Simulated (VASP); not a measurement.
# SnO (P4/nmm) in VASP: notebook

SnO is run at these levels: PBE; tasks: relaxation of cell and atoms, single point.

Program: VASP 6.6.1. These are calculated values, not measurements. Logs are shortened: lines on timing, memory, paths and dates and some standing lists are left out, and cuts for length are marked.

**1. The cell of the first run**

It takes space group P4/nmm (No. 129, tetragonal). Conventional cell: a = 3.881 Å, b = 3.881 Å, c = 5.083 Å, α = 90.00°, β = 90.00°, γ = 90.00°. Within 3.0 Å of Sn (site symmetry 4mm) lie 4 O at 2.26 Å. Within 3.0 Å of O (site symmetry -4m2) lie 4 Sn at 2.26 Å and 4 O at 2.74 Å.

**2. Relaxation of cell and atoms, PBE, target pressure -1 GPa, at which the enthalpy is minimised**

The input, INCAR:

```
PREC = Accurate
ENCUT = 600
EDIFF = 1E-7
ISMEAR = 0
SIGMA = 0.02
LREAL = F
LASPH = T
NELM = 120
ALGO = Normal
ISIF = 3
LWAVE = F
LCHARG = F
GGA = PE
IBRION = 2
NSW = 70
EDIFFG = -0.008
PSTRESS = -10.0
GGA_COMPAT = F
NELMIN = 4
```

The input, KPOINTS:

```
regular mesh
0
Gamma
  10 10 8
```

The input, POSCAR:

```
SnO
1.0
    3.8810471052      0.0000000000      0.0000000000
    0.0000000000      3.8810471052      0.0000000000
    0.0000000000      0.0000000000      5.0829836876
Sn O
2 2
Direct
    0.0000000000      0.5000000000      0.2287756820
    0.5000000000      0.0000000000      0.7712243180
    0.5000000000      0.5000000000      0.0000000000
    0.0000000000      0.0000000000      0.0000000000
```

Potentials or basis: VASP PAW PBE potentials, release 64 (Sn_d, O).

Command:

```console
cat potpaw_PBE.64/Sn_d/POTCAR potpaw_PBE.64/O/POTCAR > POTCAR
mpirun -np 1 vasp_std > vasp.out
```

OUTCAR:

```text
PREC = Accurate
   ENCUT = 600
   EDIFF = 1E-7
   ISMEAR = 0
   LREAL = F
   LASPH = T
   NELM = 120
   ISIF = 3
   GGA = PE
   IBRION = 2
   NSW = 70
   EDIFFG = -0.008
   PSTRESS = -10.0
   NELMIN = 4

 ion  position               nearest neighbor table
   1  0.000  0.500  0.229-   3 2.26   4 2.26   4 2.26   3 2.26   2 3.60   2 3.60   2 3.60   2 3.60

   2  0.500  0.000  0.771-   3 2.26   4 2.26   3 2.26   4 2.26   1 3.60   1 3.60   1 3.60   1 3.60

   3  0.500  0.500  0.000-   1 2.26   2 2.26   2 2.26   1 2.26
   4  0.000  0.000  0.000-   1 2.26   2 2.26   1 2.26   2 2.26

  LATTYP: Found a simple tetragonal cell.
 ALAT       =     3.8810471052
 C/A-ratio  =     1.3096938918

  Lattice vectors:

 A1 = (   3.8810471052,   0.0000000000,   0.0000000000)
 A2 = (   0.0000000000,   3.8810471052,   0.0000000000)
 A3 = (   0.0000000000,   0.0000000000,   5.0829836876)

Analysis of symmetry for initial positions (statically):
=====================================================================
 Subroutine PRICEL returns:
 Original cell was already a primitive cell.

 Routine SETGRP: Setting up the symmetry group for a
 simple tetragonal supercell.

 Subroutine GETGRP returns: Found 16 space group operations
 (whereof  8 operations were pure point group operations)
 out of a pool of 16 trial point group operations.

The static configuration has the point symmetry D_2d.
 The point group associated with its full space group is D_4h.

Analysis of symmetry for dynamics (positions and initial velocities):
=====================================================================
 Subroutine PRICEL returns:
 Original cell was already a primitive cell.

 Routine SETGRP: Setting up the symmetry group for a
 simple tetragonal supercell.

 Subroutine GETGRP returns: Found 16 space group operations
 (whereof  8 operations were pure point group operations)
 out of a pool of 16 trial point group operations.

The dynamic configuration has the point symmetry D_2d.
 The point group associated with its full space group is D_4h.

 Subroutine INISYM returns: Found 16 space group operations
 (whereof  8 operations are pure point group operations),
 and found     1 'primitive' translations

----------------------------------------------------------------------------------------

                                     Primitive cell

  volume of cell :      76.5626

  direct lattice vectors                    reciprocal lattice vectors
     3.881047105  0.000000000  0.000000000     0.257662423  0.000000000  0.000000000
     0.000000000  3.881047105  0.000000000     0.000000000  0.257662423  0.000000000
     0.000000000  0.000000000  5.082983688     0.000000000  0.000000000  0.196734843

  length of vectors
     3.881047105  3.881047105  5.082983688     0.257662423  0.257662423  0.196734843

  position of ions in fractional coordinates (direct lattice)
     0.000000000  0.500000000  0.228775682
     0.500000000  0.000000000  0.771224318
     0.500000000  0.500000000  0.000000000
     0.000000000  0.000000000  0.000000000

  ion indices of the primitive-cell ions
   primitive index   ion index
                 1           1
                 2           2
                 3           3
                 4           4

----------------------------------------------------------------------------------------

 KPOINTS: regular mesh

Automatic generation of k-mesh.
 Grid dimensions read from file:
 generate k-points for:   10   10    8

 Generating k-lattice:

  Cartesian coordinates                     Fractional coordinates (reciprocal lattice)
     0.025766242  0.000000000  0.000000000     0.100000000  0.000000000  0.000000000
     0.000000000  0.025766242  0.000000000     0.000000000  0.100000000  0.000000000
     0.000000000  0.000000000  0.024591855     0.000000000  0.000000000  0.125000000

  Length of vectors
     0.025766242  0.025766242  0.024591855

  Shift w.r.t. Gamma in fractional coordinates (k-lattice)
     0.000000000  0.000000000  0.000000000

 Subroutine IBZKPT returns following result:
 ===========================================

 Found    105 irreducible k-points:

 Following reciprocal coordinates:
            Coordinates               Weight
  0.000000  0.000000  0.000000      1.000000
  0.100000  0.000000  0.000000      4.000000
  0.200000  0.000000  0.000000      4.000000
  0.300000  0.000000  0.000000      4.000000
  0.400000  0.000000  0.000000      4.000000
  0.500000  0.000000  0.000000      2.000000
[... 16 lines left out ...]
  0.100000  0.000000  0.125000      8.000000
  0.200000  0.000000  0.125000      8.000000
 [... further k-points ...]
   k-points           NKPTS =    105   k-points in BZ     NKDIM =    105   number of bands    NBANDS=     24
   number of dos      NEDOS =    301   number of ions     NIONS =      4
   total plane-waves  NPLWV =  43008
   dimension x,y,z NGX =    32 NGY =   32 NGZ =   42
   dimension x,y,z NGXF=    64 NGYF=   64 NGZF=   84
   ions per type =               2   2
   NGX,Y,Z   is equivalent  to a cutoff of  13.71, 13.71, 13.74 a.u.
   NGXF,Y,Z  is equivalent  to a cutoff of  27.41, 27.41, 27.47 a.u.
 SYSTEM =  unknown system
   PREC   = accura    normal or accurate (medium, high low for compatibility)
   ISTART =      0    job   : 0-new  1-cont  2-samecut
   ICHARG =      2    charge: 1-file 2-atom 10-const
   ISPIN  =      1    spin polarized calculation?
   LNONCOLLINEAR =      F non collinear calculations
   LSORBIT =      F    spin-orbit coupling
   LASPH  =      T    aspherical Exc in radial PAW
   ENCUT  =  600.0 eV  44.10 Ry    6.64 a.u.   7.75  7.75 10.15*2*pi/ulx,y,z
   NELM   =    120;   NELMIN=  4; NELMDL= -5     # of ELM steps
   EDIFF  = 0.1E-06   stopping-criterion for ELM
   LREAL  =      F    real-space projection
   EDIFFG = -.8E-02   stopping-criterion for IOM
   NSW    =     70    number of steps for IOM
   IBRION =      2    ionic relax: 0-MD 1-quasi-New 2-CG
   NFREE  =      1    steps in history (QN), initial steepest desc. (CG)
   ISIF   =      3    stress and relaxation
   ISYM   =      2    0-nonsym 1-usesym 2-fastsym
   POTIM  = 0.5000    time-step for ionic-motion
   TEBEG  =    0.0;   TEEND  =   0.0 temperature during run
   PSTRESS=  -10.0 pullay stress
   NELECT =      40.0000    total number of electrons
   NUPDOWN=      -1.0000    fix difference up-down
   EMIN   =  10.00;   EMAX   =-10.00  energy-range for DOS
   EFERMI =   0.00;   METHOD = LEGACY
   ISMEAR =     0;   SIGMA  =   0.02  broadening in eV -4-tet -1-fermi 0-gaus
   EFERMI_NEDOS =   21; number of points for ismear=-14 and -15
   IALGO  =     38    algorithm
   IMIX   =      4    mixing-type and parameters
     AMIX     =   0.40;   BMIX     =  1.00
     AMIX_MAG =   1.60;   BMIX_MAG =  1.00
  volume/ion in A,a.u.               =      19.14       129.17
  Fermi-wavevector in a.u.,A,eV,Ry     =   1.318528  2.491656 23.653943  1.738516
  Thomas-Fermi vector in A             =   2.448491
   LORBIT       =      0    0 simple, 1 ext, 2 COOP (PROOUT), +10 PAW based schemes
   GGA     = PE    functional components
   LHFCALC =     F    Hartree Fock is set to
   AEXX    =    0.0000 exact exchange contribution
   IVDW    =     0    specifies the selected vdW correction
   LEPSILON=     F    determine dielectric tensor
   LRPA    =     F    only Hartree local field effects (RPA)
 conjugate gradient relaxation of ions
 non-spin polarized calculation
 Gauss-broadening in eV      SIGMA  =   0.02
  energy-cutoff  :      600.00
  volume of cell :       76.56
 maximum number of plane-waves:      2576
 NGX is ok and might be reduce to    32
   NGX = 15   NGY = 15   NGZ = 21

--------------------------------------- Ionic step        1  -------------------------------------------

 number of electron      39.9999987 magnetization

 Free energy of the ion-electron system (eV)
  ---------------------------------------------------
  ext. energy  EPLUGINS =         0.00000000
  ---------------------------------------------------
  free energy    TOTEN  =       -22.73008914 eV

  energy without entropy =      -22.73008914  energy(sigma->0) =      -22.73008914

------------------------ aborting loop because EDIFF is reached ----------------------------------------

  FORCE on cell =-STRESS in cart. coord.  units (eV):
  Direction    XX          YY          ZZ          XY          YZ          ZX
  --------------------------------------------------------------------------------------
  -------------------------------------------------------------------------------------
  Total       -0.3615955     -0.3615955     -0.2357051      0.0000000     -0.0000000      0.0000000
  in kB       -7.5668838     -7.5668838     -4.9324542      0.0000000     -0.0000000      0.0000000
  external PRESSURE =       3.3112594 kB  Pullay stress =     -10.0000000 kB
[... 99 lines left out ...]
  FREE ENERGIE OF THE ION-ELECTRON SYSTEM (eV)
  ---------------------------------------------------
  free  energy   TOTEN  =       -22.7226220161 eV

  energy  without entropy=      -22.7226220161  energy(sigma->0) =      -22.72262202

  enthalpy is  TOTEN    =       -23.2093826653 eV   P V=       -0.4867606492

[... ionic steps 4 to 12 ...]

--------------------------------------- Ionic step       13  -------------------------------------------

 number of electron      39.9999994 magnetization

------------------------ aborting loop because EDIFF is reached ----------------------------------------

  FORCE on cell =-STRESS in cart. coord.  units (eV):
  Direction    XX          YY          ZZ          XY          YZ          ZX
  --------------------------------------------------------------------------------------
  -------------------------------------------------------------------------------------
  Total       -0.5921744     -0.5921744     -0.5859004      0.0000000     -0.0000000      0.0000000
  in kB      -11.6200664    -11.6200664    -11.4969548      0.0000000     -0.0000000      0.0000000
  external PRESSURE =      -1.5790292 kB  Pullay stress =     -10.0000000 kB
[... 65 lines left out ...]
  enthalpy is  TOTEN    =       -23.2175794293 eV   P V=       -0.5094210615

--------------------------------------- Ionic step       15  -------------------------------------------

 number of electron      39.9999993 magnetization

 Free energy of the ion-electron system (eV)
  ---------------------------------------------------
  ext. energy  EPLUGINS =         0.00000000
  ---------------------------------------------------
  free energy    TOTEN  =       -22.70817227 eV

  energy without entropy =      -22.70817227  energy(sigma->0) =      -22.70817227

 E-fermi :   5.3889     XC(G=0):  -9.3939

 val. band max:        5.2734249520   @ k =   0.0000   0.0000   0.0000
 cond. band min:       6.2549890370   @ k =   0.5000   0.5000   0.0000
 fundamental gap:      0.9815640850
 Fermi energy:         5.3888517051

 k-point     1 :       0.0000    0.0000    0.0000
  band No.  band energies     occupation
      1     -16.2899      2.00000
      2     -15.9535      2.00000
      3     -15.9383      2.00000
      4     -15.9383      2.00000
      5     -15.9175      2.00000
      6     -15.8974      2.00000
[... 637 lines left out ...]
     23       9.8375      0.00000
     24      10.0520      0.00000

 [... further k-points ...]

------------------------ aborting loop because EDIFF is reached ----------------------------------------

  FORCE on cell =-STRESS in cart. coord.  units (eV):
  Direction    XX          YY          ZZ          XY          YZ          ZX
  --------------------------------------------------------------------------------------
  -------------------------------------------------------------------------------------
  Total       -0.4906072     -0.4906072     -0.5099803      0.0000000      0.0000000      0.0000000
  in kB       -9.6289307     -9.6289307    -10.0091568      0.0000000      0.0000000      0.0000000
  external PRESSURE =       0.2443273 kB  Pullay stress =     -10.0000000 kB
[... 19 lines left out ...]
  FREE ENERGIE OF THE ION-ELECTRON SYSTEM (eV)
  ---------------------------------------------------
  free  energy   TOTEN  =       -22.7081722698 eV

  energy  without entropy=      -22.7081722698  energy(sigma->0) =      -22.70817227

  enthalpy is  TOTEN    =       -23.2176859887 eV   P V=       -0.5095137190

 reached required accuracy - stopping structural energy minimisation
```

Run time: 24 min. Hardware: 1 thread of Intel Xeon Platinum 8375C at 2.90GHz (Ice Lake), shared host; peak memory 0.35 GiB.

What came out:

```yaml
Free_energy: -22.7082 eV
Relaxed_volume: 20.41 Å³/atom
Relaxed_cell: a = 3.883 Å, b = 3.883 Å, c = 5.414 Å, α = 90.00°, β = 90.00°, γ = 90.00°
Space_group_after_relaxing_to_0.1_Å: P4/nmm (No. 129)
Energy_change_on_relaxing_the_run_minimises_the_enthalpy: +5.5 meV/atom
Ionic_steps: 15
Pressure_after_relaxing: -1.0 GPa
Largest_force_after_relaxing: 0.005 eV/Å
Band_gap_on_the_k_mesh: 0.98 eV (least direct gap 1.79 eV)
```

Forces in eV/Å, atoms in the order of the input:
```
Sn   0.000  0.000 -0.005
Sn   0.000  0.000  0.005
O    0.000  0.000  0.000
O    0.000  0.000  0.000
```

Step by step:
```csv
step,energy change (eV),largest force (eV/Å),pressure (GPa),volume (Å³)
1,0.0000,0.0546,-0.67,76.56
2,0.0017,0.0898,-0.95,77.00
3,0.0075,0.1670,-1.56,77.99
4,0.0052,0.1404,-1.36,77.65
5,0.0053,0.1286,-1.35,77.74
6,0.0058,0.0935,-1.28,78.02
7,0.0076,0.0228,-1.15,78.57
8,0.0138,0.1206,-0.88,79.69
9,0.0119,0.0845,-0.95,79.40
10,0.0130,0.0616,-0.99,79.79
11,0.0181,0.0076,-1.12,80.94
12,0.0337,0.1469,-1.30,83.22
13,0.0221,0.0409,-1.16,81.65
14,0.0219,0.0279,-0.81,81.62
15,0.0219,0.0048,-0.98,81.63
```

Final structure:
```
Sn O
1.0
     3.88312    0.00000    0.00000
     0.00000    3.88312    0.00000
     0.00000    0.00000    5.41382
Sn O
2 2
Direct
  0.00000 0.50000 0.21535
  0.50000 0.00000 0.78465
  0.50000 0.50000 0.00000
  0.00000 0.00000 0.00000
```

Levels at points of the mesh, in eV from the valence-band top:
```
           k point  band 16  band 17  band 18  band 19  band 20  band 21  band 22  band 23  band 24
(0.00, 0.00, 0.00)    -5.57    -2.97    -2.69    -2.69     0.00     1.79     3.63     5.33     5.33
(0.50, 0.00, 0.00)    -4.45    -4.25    -4.25    -2.01    -2.01     2.87     2.87     5.41     5.41
(0.50, 0.50, 0.00)    -4.58    -2.05    -2.05    -1.62    -1.62     0.98     0.98     4.66     4.66
(0.00, 0.00, 0.50)    -3.69    -3.00    -2.70    -2.70    -1.76     1.81     3.76     3.76     3.83
(0.50, 0.00, 0.50)    -4.70    -4.24    -4.24    -1.39    -1.39     2.35     2.35     5.82     5.82
(0.50, 0.50, 0.50)    -4.78    -2.05    -2.05    -2.02    -2.02     2.93     2.93     3.38     3.38
```

Caveat: the cell is relaxed towards a set pressure, so the run minimises the enthalpy, not the energy; spin-orbit coupling is left out, which moves the levels of the heavy elements.

**3. Single point, PBE (biaxial strain in the a-b plane: -2.0 %)**

The input, INCAR:

```
PREC = Accurate
ENCUT = 520
EDIFF = 1E-7
ISMEAR = 0
SIGMA = 0.01
LREAL = F
LASPH = T
NELM = 80
ALGO = Normal
ISIF = 2
LWAVE = F
LCHARG = F
GGA = PE
NBANDS = 28
```

KPOINTS is that of step 2.

The input, POSCAR:

```
SnO
1.0
    3.7908975680      0.0000000000      0.0000000000
    0.0000000000      3.7908975680      0.0000000000
    0.0000000000      0.0000000000      5.1270350755
Sn O
2 2
Direct
    0.0000000000      0.5000000000      0.2287756820
    0.5000000000      0.0000000000      0.7712243180
    0.5000000000      0.5000000000      0.0000000000
    0.0000000000      0.0000000000      0.0000000000
```

Potentials or basis: VASP PAW PBE potentials, release 64 (Sn_d, O).

Command:

```console
cat potpaw_PBE.64/Sn_d/POTCAR potpaw_PBE.64/O/POTCAR > POTCAR
mpirun -np 1 vasp_std > vasp.out
```

Wall time 68 s (1 thread of Intel Xeon 6975P-C (Granite Rapids), shared host); peak memory 0.29 GiB.

The run converged. Its results:

- Free energy: -22.6892 eV
- Pressure: 3.2 GPa
- Largest force: 0.305 eV/Å
- Band gap on the k mesh: 0.32 eV (least direct gap 1.96 eV)

Forces in eV/Å, atoms in the order of the input:
```
Sn   0.000  0.000  0.305
Sn   0.000  0.000 -0.305
O    0.000  0.000  0.000
O    0.000  0.000  0.000
```

Stress tensor (GPa, compression positive):
```
4.11 0.00 0.00
0.00 4.11 0.00
0.00 0.00 1.40
```

Levels at points of the mesh, in eV from the valence-band top:
```tsv
k point	band 18	band 19	band 20	band 21	band 22	band 23
(0.00, 0.00, 0.00)	-3.07	-3.07	0.00	1.96	3.87	4.93
(0.50, 0.00, 0.00)	-4.75	-2.62	-2.62	2.87	2.87	5.75
(0.50, 0.50, 0.00)	-2.42	-1.93	-1.93	0.32	0.32	4.32
(0.00, 0.00, 0.50)	-3.08	-3.08	-2.36	1.83	3.27	3.27
(0.50, 0.00, 0.50)	-4.73	-1.79	-1.79	2.27	2.27	5.63
(0.50, 0.50, 0.50)	-2.50	-2.42	-2.42	2.39	2.39	3.55
```

Caveat: the cell differs from its parent crystal (biaxial strain in the a-b plane: -2.0 %); the cell stands under pressure; spin-orbit coupling is left out, which moves the levels of the heavy elements. A k mesh can miss the band edges.

**4. Single point, PBE (biaxial strain in the a-b plane: -2.0 %, then relaxed in part)**

INCAR: that of step 3 with these lines changed.

```diff
@@ -2,3 +2,3 @@
 ENCUT = 520
-EDIFF = 1E-7
+EDIFF = 1E-6
 ISMEAR = 0
```

The input, KPOINTS:

```
Automatic mesh
0
Gamma
  10 10 8
```

The input, POSCAR:

```
SnO
1.0
    3.7908975680      0.0000000000      0.0000000000
    0.0000000000      3.7908975680      0.0000000000
    0.0000000000      0.0000000000      5.1612054441
Sn O
2 2
Direct
    0.0000000000      0.5000000000      0.2296566000
    0.5000000000      0.0000000000      0.7703434000
    0.5000000000      0.5000000000      0.0000000000
    0.0000000000      0.0000000000      0.0000000000
```

Command:

```console
cat potpaw_PBE.64/Sn_d/POTCAR potpaw_PBE.64/O/POTCAR > POTCAR
mpirun -np 1 vasp_std > vasp.out
```

Wall time 65 s (1 thread of Intel Xeon 6975P-C (Granite Rapids), shared host); peak memory 0.29 GiB.

The run converged. Its results:

* Free energy: -22.6939 eV
* Pressure: 2.4 GPa
* Largest force: 0.083 eV/Å
* Band gap on the k mesh: 0.30 eV (least direct gap 1.97 eV)

Forces in eV/Å, atoms in the order of the input:
```
Sn   0.000  0.000  0.083
Sn   0.000  0.000 -0.083
O    0.000  0.000  0.000
O    0.000  0.000  0.000
```

Stress tensor (GPa, compression positive):
```
3.45 0.00 0.00
0.00 3.45 0.00
0.00 0.00 0.25
```

Levels at points of the mesh, in eV from the valence-band top:
| k point | band 17 | band 18 | band 19 | band 20 | band 21 | band 22 | band 23 | band 24 |
| --- | --- | --- | --- | --- | --- | --- | --- | --- |
| (0.00, 0.00, 0.00) | -3.42 | -2.98 | -2.98 | 0.00 | 1.97 | 3.89 | 4.90 | 4.90 |
| (0.50, 0.00, 0.00) | -4.66 | -4.66 | -2.63 | -2.63 | 2.82 | 2.82 | 5.76 | 5.76 |
| (0.50, 0.50, 0.00) | -2.34 | -2.34 | -1.95 | -1.95 | 0.30 | 0.30 | 4.28 | 4.28 |
| (0.00, 0.00, 0.50) | -3.46 | -3.00 | -3.00 | -2.38 | 1.89 | 3.26 | 3.26 | 3.91 |
| (0.50, 0.00, 0.50) | -4.64 | -4.64 | -1.80 | -1.80 | 2.22 | 2.22 | 5.61 | 5.61 |
| (0.50, 0.50, 0.50) | -2.51 | -2.51 | -2.34 | -2.34 | 2.36 | 2.36 | 3.49 | 3.49 |

Caveat: the cell differs from its parent crystal (biaxial strain in the a-b plane: -2.0 %, then relaxed in part); spin-orbit coupling is left out, which moves the levels of the heavy elements. A k mesh can miss the band edges.

**5. The runs side by side**

| task | cell | cutoff (eV) | smearing | gap on the mesh (eV) | pressure (GPa) | largest force (eV/Å) |
| --- | --- | --- | --- | --- | --- | --- |
| relaxation of cell and atoms | relaxed to -1 GPa from a = 3.881, b = 3.881, c = 5.083 Å, 4 atoms | 600 | gaussian 0.02 eV | 0.98 | -1.0 | - |
| single point | a = 3.791, b = 3.791, c = 5.127 Å, 4 atoms | 520 | gaussian 0.01 eV | 0.32 | 3.2 | 0.31 |
| single point | a = 3.791, b = 3.791, c = 5.161 Å, 4 atoms | 520 | gaussian 0.01 eV | 0.30 | 2.4 | 0.08 |

Alike in all rows: level PBE; potentials or basis VASP PAW PBE potentials, release 64 (Sn_d, O); no spin polarisation; k mesh 10 × 10 × 8.

Caveats: spin-orbit coupling is left out, which moves the levels of the heavy elements; the cell is relaxed towards a set pressure, so the run minimises the enthalpy, not the energy (at least some runs); the cell stands under pressure (at least some runs).

Total energies depend on the potentials used, so only differences within one code and one set of settings carry meaning.
